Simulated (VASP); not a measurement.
# ZnPt (Cmmm) in VASP: further runs

ZnPt is run at these levels: LDA; tasks: single point.

Everything below comes from runs of VASP 6.6.1. Logs are shortened: lines on timing, memory, paths and dates and some standing lists are left out, and cuts for length are marked.

### Step 1. The cell of the first run

It takes space group Cmmm (No. 65, orthorhombic). The conventional cell has a = 4.040 Å, b = 4.060 Å, c = 3.510 Å, α = 90.00°, β = 90.00°, γ = 90.00°. Zn (site symmetry mmm) has 8 Pt at 2.68 Å and 4 Zn at 2.86 Å within 3.5 Å. Pt (site symmetry mmm) has 8 Zn at 2.68 Å and 4 Pt at 2.86 Å within 3.5 Å.

### Step 2. Single point, LDA (strain +0.0050 x Voigt [0, 0, 0, 0, 0, 1])

Contents of INCAR:

```
ALGO = Fast ; EDIFF = 1E-6
ENCUT = 520 ; ISIF = 2
ISMEAR = 0 ; LASPH = True
LCHARG = False ; LREAL = False
LWAVE = False ; NBANDS = 18
NELM = 80 ; PREC = Accurate
SIGMA = 0.15
```

Contents of KPOINTS:

```
k-points
0
Gamma
  16 16 14
```

Contents of POSCAR:

```
ZnPt
1.0
    2.8640000000      0.0071600000      0.0000000000
    0.0071600000      2.8640000000      0.0000000000
    0.0000000000      0.0000000000      3.5100000000
Zn Pt
1 1
Direct
    0.5000000000      0.5000000000      0.5000000000
    0.0000000000      0.0000000000      0.0000000000
```

Potentials or basis: VASP PAW LDA potentials, release 64 (Zn, Pt).

On the command line:

```console
> cat potpaw_LDA.64/Zn/POTCAR potpaw_LDA.64/Pt/POTCAR > POTCAR
> mpirun -np 1 vasp_std > vasp.out
```

OUTCAR:

```text
EDIFF = 1E-6
   ENCUT = 520
   ISIF = 2
   ISMEAR = 0
   LASPH = True
   LREAL = False
   NELM = 80
   PREC = Accurate

 ion  position               nearest neighbor table
   1  0.500  0.500  0.500-   2 2.68   2 2.68   2 2.68   2 2.68   2 2.68   2 2.68   2 2.68   2 2.68

   2  0.000  0.000  0.000-   1 2.68   1 2.68   1 2.68   1 2.68   1 2.68   1 2.68   1 2.68   1 2.68

  LATTYP: Found a base centered orthorhombic cell.
 ALAT       =     4.0401818735
 B/A-ratio  =     1.0050125313
 C/A-ratio  =     0.8687727706

  Lattice vectors:

 A1 = (  -0.0071600000,  -2.8640000000,   0.0000000000)
 A2 = (   2.8640000000,   0.0071600000,   0.0000000000)
 A3 = (   0.0000000000,   0.0000000000,   3.5100000000)

Analysis of symmetry for initial positions (statically):
=====================================================================
 Subroutine PRICEL returns:
 Original cell was already a primitive cell.

 Routine SETGRP: Setting up the symmetry group for a
 base centered orthorhombic supercell.

 Subroutine GETGRP returns: Found  8 space group operations
 (whereof  8 operations were pure point group operations)
 out of a pool of  8 trial point group operations.

The static configuration has the point symmetry D_2h.

Analysis of symmetry for dynamics (positions and initial velocities):
=====================================================================
 Subroutine PRICEL returns:
 Original cell was already a primitive cell.

 Routine SETGRP: Setting up the symmetry group for a
 base centered orthorhombic supercell.

 Subroutine GETGRP returns: Found  8 space group operations
 (whereof  8 operations were pure point group operations)
 out of a pool of  8 trial point group operations.

The dynamic configuration has the point symmetry D_2h.

 Subroutine INISYM returns: Found  8 space group operations
 (whereof  8 operations are pure point group operations),
 and found     1 'primitive' translations

----------------------------------------------------------------------------------------

                                     Primitive cell

  volume of cell :      28.7906

  direct lattice vectors                    reciprocal lattice vectors
     2.864000000  0.007160000  0.000000000     0.349164193 -0.000872910  0.000000000
     0.007160000  2.864000000  0.000000000    -0.000872910  0.349164193  0.000000000
     0.000000000  0.000000000  3.510000000     0.000000000  0.000000000  0.284900285

  length of vectors
     2.864008950  2.864008950  3.510000000     0.349165285  0.349165285  0.284900285

  position of ions in fractional coordinates (direct lattice)
     0.500000000  0.500000000  0.500000000
     0.000000000  0.000000000  0.000000000

  ion indices of the primitive-cell ions
   primitive index   ion index
                 1           1
                 2           2

----------------------------------------------------------------------------------------

 KPOINTS: k-points

Automatic generation of k-mesh.
 Grid dimensions read from file:
 generate k-points for:   16   16   14

 Generating k-lattice:

  Cartesian coordinates                     Fractional coordinates (reciprocal lattice)
     0.021822762 -0.000054557  0.000000000     0.062500000  0.000000000  0.000000000
    -0.000054557  0.021822762  0.000000000     0.000000000  0.062500000  0.000000000
     0.000000000  0.000000000  0.020350020     0.000000000  0.000000000  0.071428571

  Length of vectors
     0.021822830  0.021822830  0.020350020

  Shift w.r.t. Gamma in fractional coordinates (k-lattice)
     0.000000000  0.000000000  0.000000000

 Subroutine IBZKPT returns following result:
 ===========================================

 Found    584 irreducible k-points:

 Following reciprocal coordinates:
            Coordinates               Weight
  0.000000  0.000000  0.000000      1.000000
  0.062500  0.000000  0.000000      4.000000
  0.125000  0.000000  0.000000      4.000000
  0.187500  0.000000  0.000000      4.000000
  0.250000  0.000000  0.000000      4.000000
  0.312500  0.000000  0.000000      4.000000
[... 16 lines left out ...]
 -0.125000  0.062500  0.000000      4.000000
 -0.062500  0.062500  0.000000      2.000000
 [... further k-points ...]
   k-points           NKPTS =    584   k-points in BZ     NKDIM =    584   number of bands    NBANDS=     18
   number of dos      NEDOS =    301   number of ions     NIONS =      2
   total plane-waves  NPLWV =  16128
   dimension x,y,z NGX =    24 NGY =   24 NGZ =   28
   dimension x,y,z NGXF=    48 NGYF=   48 NGZF=   56
   ions per type =               1   1
   NGX,Y,Z   is equivalent  to a cutoff of  13.93, 13.93, 13.26 a.u.
   NGXF,Y,Z  is equivalent  to a cutoff of  27.86, 27.86, 26.52 a.u.
 SYSTEM =  unknown system
   PREC   = accura    normal or accurate (medium, high low for compatibility)
   ISTART =      0    job   : 0-new  1-cont  2-samecut
   ICHARG =      2    charge: 1-file 2-atom 10-const
   ISPIN  =      1    spin polarized calculation?
   LNONCOLLINEAR =      F non collinear calculations
   LSORBIT =      F    spin-orbit coupling
   LASPH  =      T    aspherical Exc in radial PAW
   ENCUT  =  520.0 eV  38.22 Ry    6.18 a.u.   5.33  5.33  6.53*2*pi/ulx,y,z
   NELM   =     80;   NELMIN=  2; NELMDL= -5     # of ELM steps
   EDIFF  = 0.1E-05   stopping-criterion for ELM
   LREAL  =      F    real-space projection
   EDIFFG = 0.1E-04   stopping-criterion for IOM
   NSW    =      0    number of steps for IOM
   IBRION =     -1    ionic relax: 0-MD 1-quasi-New 2-CG
   NFREE  =      0    steps in history (QN), initial steepest desc. (CG)
   ISIF   =      2    stress and relaxation
   ISYM   =      2    0-nonsym 1-usesym 2-fastsym
   POTIM  = 0.5000    time-step for ionic-motion
   TEBEG  =    0.0;   TEEND  =   0.0 temperature during run
   PSTRESS=    0.0 pullay stress
   NELECT =      22.0000    total number of electrons
   NUPDOWN=      -1.0000    fix difference up-down
   EMIN   =  10.00;   EMAX   =-10.00  energy-range for DOS
   EFERMI =   0.00;   METHOD = LEGACY
   ISMEAR =     0;   SIGMA  =   0.15  broadening in eV -4-tet -1-fermi 0-gaus
   EFERMI_NEDOS =   21; number of points for ismear=-14 and -15
   IALGO  =     68    algorithm
   IMIX   =      4    mixing-type and parameters
     AMIX     =   0.40;   BMIX     =  1.00
     AMIX_MAG =   1.60;   BMIX_MAG =  1.00
  volume/ion in A,a.u.               =      14.40        97.14
  Fermi-wavevector in a.u.,A,eV,Ry     =   1.496691  2.828337 30.478207  2.240085
  Thomas-Fermi vector in A             =   2.608675
   LORBIT       =      0    0 simple, 1 ext, 2 COOP (PROOUT), +10 PAW based schemes
   GGA     = CA    functional components
   LHFCALC =     F    Hartree Fock is set to
   AEXX    =    0.0000 exact exchange contribution
   IVDW    =     0    specifies the selected vdW correction
   LEPSILON=     F    determine dielectric tensor
   LRPA    =     F    only Hartree local field effects (RPA)
 non-spin polarized calculation
 RMM-DIIS sequential band-by-band and
 Gauss-broadening in eV      SIGMA  =   0.15
  energy-cutoff  :      520.00
  volume of cell :       28.79
 maximum number of plane-waves:       793
 NGX is ok and might be reduce to    24
   NGX = 11   NGY = 11   NGZ = 13

 number of electron      22.0000007 magnetization

 Free energy of the ion-electron system (eV)
  ---------------------------------------------------
  ext. energy  EPLUGINS =         0.00000000
  ---------------------------------------------------
  free energy    TOTEN  =       -10.48733080 eV

  energy without entropy =      -10.48275013  energy(sigma->0) =      -10.48504046

 E-fermi :   7.2022     XC(G=0): -13.1011

 val. band max:        7.1961309921   @ k =   0.5000   0.5000   0.0714
 cond. band min:       7.2081948060   @ k =  -0.4375   0.4375   0.1429
 fundamental gap:      0.0120638138
 Fermi energy:         7.2022302175

 k-point     1 :       0.0000    0.0000    0.0000
  band No.  band energies     occupation
      1      -3.1685      2.00000
      2      -0.5643      2.00000
      3      -0.5241      2.00000
      4       0.1998      2.00000
      5       0.2143      2.00000
      6       0.4332      2.00000
[... 10 lines left out ...]
     17      22.7887      0.00000
     18      24.6695      0.00000

 k-point     2 :       0.0625    0.0000    0.0000
  band No.  band energies     occupation
      1      -3.0822      2.00000
      2      -0.5401      2.00000
      3      -0.5016      2.00000
      4       0.1963      2.00000
      5       0.2167      2.00000
      6       0.4254      2.00000
[... 10 lines left out ...]
     17      23.3167      0.00000
     18      24.7218      0.00000

 k-point     3 :       0.1250    0.0000    0.0000
  band No.  band energies     occupation
      1      -2.8274      2.00000
      2      -0.4844      2.00000
      3      -0.4252      2.00000
      4       0.1761      2.00000
      5       0.2339      2.00000
      6       0.4035      2.00000
[... 10 lines left out ...]
     17      24.7732      0.00000
     18      24.9308      0.00000

 k-point     4 :       0.1875    0.0000    0.0000
  band No.  band energies     occupation
      1      -2.4160      2.00000
      2      -0.4117      2.00000
      3      -0.3012      2.00000
      4       0.1441      2.00000
      5       0.2627      2.00000
      6       0.3710      2.00000
[... 375 lines left out ...]
      4       0.1315      2.00000
      5       0.2624      2.00000
      6       0.3645      2.00000
[... 10 lines left out ...]
     17      24.5438      0.00000
     18      26.4975      0.00000

 k-point    23 :      -0.1250    0.0625    0.0000
  band No.  band energies     occupation
      1      -2.7412      2.00000
      2      -0.4559      2.00000
      3      -0.4103      2.00000
      4       0.1668      2.00000
      5       0.2373      2.00000
      6       0.3961      2.00000
[... 10 lines left out ...]
     17      24.7862      0.00000
     18      24.8689      0.00000

 k-point    24 :      -0.0625    0.0625    0.0000
  band No.  band energies     occupation
      1      -2.9955      2.00000
      2      -0.5137      2.00000
      3      -0.4820      2.00000
      4       0.1937      2.00000
      5       0.2173      2.00000
      6       0.4179      2.00000
[... 10 lines left out ...]
     17      23.3556      0.00000
     18      24.7838      0.00000

 [... further k-points ...]

------------------------ aborting loop because EDIFF is reached ----------------------------------------

  FORCE on cell =-STRESS in cart. coord.  units (eV):
  Direction    XX          YY          ZZ          XY          YZ          ZX
  --------------------------------------------------------------------------------------
  -------------------------------------------------------------------------------------
  Total       -1.7875765     -1.7875765     -1.7710098     -0.0461434      0.0000000      0.0000000
  in kB      -99.4774840    -99.4774840    -98.5555599     -2.5678491      0.0000000      0.0000000
  external PRESSURE =     -99.1701760 kB  Pullay stress =       0.0000000 kB

 VOLUME and BASIS-vectors are now :
 -----------------------------------------------------------------------------
  energy-cutoff  :      520.00
  volume of cell :       28.79
      direct lattice vectors                 reciprocal lattice vectors
     2.864000000  0.007160000  0.000000000     0.349164193 -0.000872910  0.000000000
     0.007160000  2.864000000  0.000000000    -0.000872910  0.349164193  0.000000000
     0.000000000  0.000000000  3.510000000     0.000000000  0.000000000  0.284900285

 POSITION                                       TOTAL-FORCE (eV/Angst)
 -----------------------------------------------------------------------------------
      1.43558      1.43558      1.75500        -0.000000      0.000000      0.000000
      0.00000      0.00000      0.00000         0.000000      0.000000      0.000000
 -----------------------------------------------------------------------------------
    total drift:                                0.000000      0.000000     -0.000000

  FREE ENERGIE OF THE ION-ELECTRON SYSTEM (eV)
  ---------------------------------------------------
  free  energy   TOTEN  =       -10.4873307961 eV

  energy  without entropy=      -10.4827501252  energy(sigma->0) =      -10.48504046
```

Wall time 5.1 min (1 thread of Oxide Virtual Turin-like, shared host); peak memory 0.37 GiB.

Results:

- Free energy: -10.4873 eV
- Pressure: -9.9 GPa
- Band gap on the k mesh: zero (band 11 reaches 10.23 eV, above the bottom of band 12 at 5.65 eV)

Caveat: the cell differs from its parent crystal (strain +0.0050 x Voigt [0, 0, 0, 0, 0, 1]); spin-orbit coupling is left out, which moves the levels of the heavy elements.

### Step 3. Single point, LDA (strain +0.0125 x Voigt [0, 0, 0, 0, 0, 1])

Contents of INCAR:

```
PREC = Accurate ; ENCUT = 520
EDIFF = 1E-6 ; ISMEAR = 0
SIGMA = 0.15 ; LREAL = False
LASPH = True ; NELM = 60
ALGO = Fast ; ISIF = 2
LWAVE = False ; LCHARG = True
GGA = CA ; LELF = True
LVHAR = True ; NBANDS = 18
```

Contents of KPOINTS:

```
Automatic mesh
0
Gamma
  16 16 14
```

Contents of POSCAR:

```
ZnPt
1.0
    2.8640000000      0.0179000000      0.0000000000
    0.0179000000      2.8640000000      0.0000000000
    0.0000000000      0.0000000000      3.5100000000
Zn Pt
1 1
Direct
    0.5000000000      0.5000000000      0.5000000000
    0.0000000000      0.0000000000      0.0000000000
```

Potentials or basis: VASP PAW LDA potentials, release 64 (Zn, Pt).

On the command line:

```console
> cat potpaw_LDA.64/Zn/POTCAR potpaw_LDA.64/Pt/POTCAR > POTCAR
> mpirun -np 1 vasp_std > vasp.out
```

Wall time 3.9 min (1 thread of Oxide Virtual Turin-like, shared host); peak memory 0.37 GiB.

The run converged. Its results:

| Quantity | Value |
| --- | --- |
| Free energy | -10.4868 eV |
| Pressure | -9.9 GPa |
| Band gap on the k mesh | zero (band 11 reaches 10.23 eV, above the bottom of band 12 at 5.65 eV) |

Stress tensor (GPa, compression positive):
```
-9.94 -0.64  0.00
-0.64 -9.94  0.00
 0.00  0.00 -9.82
```

Levels at points of the mesh, in eV from the Fermi level:
| k point | band 8 | band 9 | band 10 | band 11 | band 12 | band 13 | band 14 | band 15 |
| --- | --- | --- | --- | --- | --- | --- | --- | --- |
| (0.00, 0.00, 0.00) | -3.97 | -1.50 | -1.49 | -0.92 | 2.43 | 8.31 | 8.34 | 8.84 |
| (0.50, 0.00, 0.00) | -4.23 | -4.17 | -2.61 | -1.59 | 1.16 | 9.12 | 9.75 | 11.36 |
| (0.50, 0.50, 0.00) | -2.57 | -2.53 | -0.47 | -0.28 | 0.17 | 5.04 | 5.51 | 9.00 |
| (0.00, 0.00, 0.50) | -4.91 | -2.42 | -2.36 | -1.89 | -0.98 | 12.44 | 13.58 | 13.65 |
| (0.50, 0.00, 0.50) | -2.07 | -1.84 | -1.57 | -1.27 | -1.19 | 3.08 | 4.14 | 13.39 |
| (0.50, 0.50, 0.50) | -5.04 | -1.26 | 0.19 | 2.59 | 5.05 | 5.28 | 5.57 | 6.91 |

Caveat: the cell differs from its parent crystal (strain +0.0125 x Voigt [0, 0, 0, 0, 0, 1]); spin-orbit coupling is left out, which moves the levels of the heavy elements.

### Step 4. Single point, LDA (strain +0.0075 x Voigt [0, 0, 0, 0, 0, 1])

Contents of INCAR:

```
  PREC = Accurate
  ENCUT = 520
  EDIFF = 1E-6
  ISMEAR = 0
  SIGMA = 0.15
  LREAL = False
  LASPH = True
  NELM = 100
  ALGO = Fast
  ISIF = 2
  LWAVE = False
  LCHARG = False
  GGA = CA
  NBANDS = 18
```

KPOINTS is that of step 3.

Contents of POSCAR:

```
ZnPt
1.0
    2.8640000000      0.0107400000      0.0000000000
    0.0107400000      2.8640000000      0.0000000000
    0.0000000000      0.0000000000      3.5100000000
Zn Pt
1 1
Direct
    0.5000000000      0.5000000000      0.5000000000
    0.0000000000      0.0000000000      0.0000000000
```

On the command line:

```console
> cat potpaw_LDA.64/Zn/POTCAR potpaw_LDA.64/Pt/POTCAR > POTCAR
> mpirun -np 1 vasp_std > vasp.out
```

It took 6 min on 1 thread of Oxide Virtual Turin-like, shared host; peak memory 0.37 GiB.

Results (log left out):

* Free energy: -10.4872 eV
* Pressure: -9.9 GPa
* Band gap on the k mesh: zero (band 11 reaches 10.23 eV, above the bottom of band 12 at 5.65 eV)

Stress tensor (GPa, compression positive):
```
-9.94 -0.39  0.00
-0.39 -9.94  0.00
 0.00  0.00 -9.85
```

Levels at points of the mesh, in eV from the Fermi level:
```tsv
k point	band 7	band 8	band 9	band 10	band 11	band 12	band 13	band 14	band 15	band 16
(0.00, 0.00, 0.00)	-4.59	-3.97	-1.50	-1.49	-0.92	2.43	8.32	8.33	8.84	15.23
(0.50, 0.00, 0.00)	-4.24	-4.23	-4.17	-2.61	-1.59	1.16	9.12	9.75	11.36	12.40
(0.50, 0.50, 0.00)	-2.58	-2.56	-2.54	-0.43	-0.32	0.17	5.06	5.49	9.00	11.79
(0.00, 0.00, 0.50)	-5.96	-4.91	-2.41	-2.37	-1.89	-0.98	12.44	13.59	13.64	14.01
(0.50, 0.00, 0.50)	-4.20	-2.07	-1.84	-1.57	-1.27	-1.19	3.08	4.14	13.40	15.31
(0.50, 0.50, 0.50)	-5.08	-5.05	-1.26	0.19	2.60	5.10	5.23	5.57	6.95	7.00
```

Caveat: the cell differs from its parent crystal (strain +0.0075 x Voigt [0, 0, 0, 0, 0, 1]); spin-orbit coupling is left out, which moves the levels of the heavy elements.

### Step 5. Single point, LDA (strain +0.0025 x Voigt [0, 0, 0, 0, 0, 1])

Changes to INCAR since step 4:

```diff
@@ -2,3 +2,3 @@
   ENCUT = 520
-  EDIFF = 1E-6
+  EDIFF = 1E-7
   ISMEAR = 0
@@ -12,3 +12,2 @@
   LCHARG = False
-  GGA = CA
   NBANDS = 18
```

Contents of KPOINTS:

```
regular mesh
0
Gamma
  16 16 14
```

Contents of POSCAR:

```
ZnPt
1.0
    2.8640000000      0.0035800000      0.0000000000
    0.0035800000      2.8640000000      0.0000000000
    0.0000000000      0.0000000000      3.5100000000
Zn Pt
1 1
Direct
    0.5000000000      0.5000000000      0.5000000000
    0.0000000000      0.0000000000      0.0000000000
```

On the command line:

```console
> cat potpaw_LDA.64/Zn/POTCAR potpaw_LDA.64/Pt/POTCAR > POTCAR
> mpirun -np 1 vasp_std > vasp.out
```

Wall time 10 min (1 thread of Oxide Virtual Turin-like, shared host); peak memory 0.37 GiB.

It converged, with:

```
Free energy            : -10.4874 eV
Pressure               : -10.0 GPa
Band gap on the k mesh : zero (band 11 reaches 10.23 eV, above the bottom of band 12 at 5.65 eV)
```

Stress tensor (GPa, compression positive):
```
-10.05  -0.13   0.00
 -0.13 -10.05   0.00
  0.00   0.00  -9.95
```

Levels at points of the mesh, in eV from the Fermi level:
```
           k point  band 7  band 8  band 9  band 10  band 11  band 12  band 13  band 14  band 15  band 16
(0.00, 0.00, 0.00)   -4.59   -3.97   -1.50    -1.50    -0.92     2.43     8.32     8.33     8.84    15.23
(0.50, 0.00, 0.00)   -4.24   -4.23   -4.17    -2.61    -1.59     1.16     9.12     9.75    11.36    12.40
(0.50, 0.50, 0.00)   -2.58   -2.55   -2.55    -0.39    -0.35     0.17     5.08     5.47     9.00    11.84
(0.00, 0.00, 0.50)   -5.96   -4.91   -2.40    -2.38    -1.89    -0.98    12.44    13.61    13.62    14.01
(0.50, 0.00, 0.50)   -4.20   -2.07   -1.84    -1.57    -1.27    -1.19     3.08     4.14    13.41    15.32
(0.50, 0.50, 0.50)   -5.07   -5.06   -1.26     0.19     2.60     5.14     5.19     5.57     6.98     7.00
```

Caveat: the cell differs from its parent crystal (strain +0.0025 x Voigt [0, 0, 0, 0, 0, 1]); spin-orbit coupling is left out, which moves the levels of the heavy elements.

### Step 6. Overview

```tsv
cell	further INCAR settings	gap on the mesh (eV)	pressure (GPa)
a = 2.864, b = 2.864, c = 3.510 Å, angles 90.0, 90.0, 89.7°, 2 atoms	ALGO = Fast; EDIFF = 1e-06; NBANDS = 18	none	-9.9
a = 2.864, b = 2.864, c = 3.510 Å, angles 90.0, 90.0, 89.3°, 2 atoms	ALGO = Fast; EDIFF = 1e-06; NBANDS = 18	none	-9.9
a = 2.864, b = 2.864, c = 3.510 Å, angles 90.0, 90.0, 89.6°, 2 atoms	ALGO = Fast; EDIFF = 1e-06; NBANDS = 18	none	-9.9
a = 2.864, b = 2.864, c = 3.510 Å, angles 90.0, 90.0, 89.9°, 2 atoms	ALGO = Fast; EDIFF = 1e-07; NBANDS = 18	none	-10.0
```

Alike in all rows: task single point; level LDA; potentials or basis VASP PAW LDA potentials, release 64 (Zn, Pt); no spin polarisation; k mesh 16 × 16 × 14; cutoff (eV) 520; smearing gaussian 0.15 eV.

Caveats: spin-orbit coupling is left out, which moves the levels of the heavy elements.

Absolute energies hang on the potentials; compare differences alone.
